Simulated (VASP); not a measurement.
A run of VASP 6.6.1 is set up as follows.

INCAR

```
PREC     = Accurate       # precision mode
ENCUT    = 520            # plane-wave cutoff, eV
EDIFF    = 1E-7           # SCF threshold, eV
ISMEAR   = 0              # smearing method
SIGMA    = 0.02           # smearing width, eV
LREAL    = False          # projectors in reciprocal space
LASPH    = True           # aspherical terms in the spheres
NELM     = 100            # most SCF steps
ALGO     = Normal         # electronic algorithm
ISIF     = 2              # what is computed and relaxed
LWAVE    = False          # write WAVECAR
LCHARG   = False          # write CHGCAR
GGA      = PE             # functional
NBANDS   = 35             # bands
```

File KPOINTS:

```
regular mesh
0
Gamma
  10 10 10
```

POSCAR

```
ScGa2N3
1.0
   -1.5351566007      2.2317787635      4.5497730188
    1.5351566007     -2.2317787635      4.5497730188
    1.5351566007      2.2317787635     -4.5497730188
Sc Ga N
1 2 3
Direct
    0.0000000000      0.0000000000      0.0000000000
    0.6685793040      0.6685793040      0.0000000000
    0.3314206960      0.3314206960      0.0000000000
    0.8252144631      0.3252144631      0.5000000000
    0.1747855369      0.6747855369      0.5000000000
    0.5000000000      0.0000000000      0.5000000000
```

Potentials or basis: VASP PAW PBE potentials, release 64 (Sc_sv, Ga_d, N).

Run with:

```sh
$ cat potpaw_PBE.64/Sc_sv/POTCAR potpaw_PBE.64/Ga_d/POTCAR potpaw_PBE.64/N/POTCAR > POTCAR
$ mpirun -np 1 vasp_std > vasp.out
```

Question: Predict the largest force.

Answer: 0.031 eV/Å.

Question: Predict the band gap on the k mesh.

Answer: 1.54 eV (least direct gap 1.55 eV).

Question: What does it give for the pressure?

Answer: 0.9 GPa.

Stress tensor (GPa, compression positive):
```
0.91 0.00 0.00
0.00 0.77 0.00
0.00 0.00 0.89
```

A k mesh can miss the band edges.
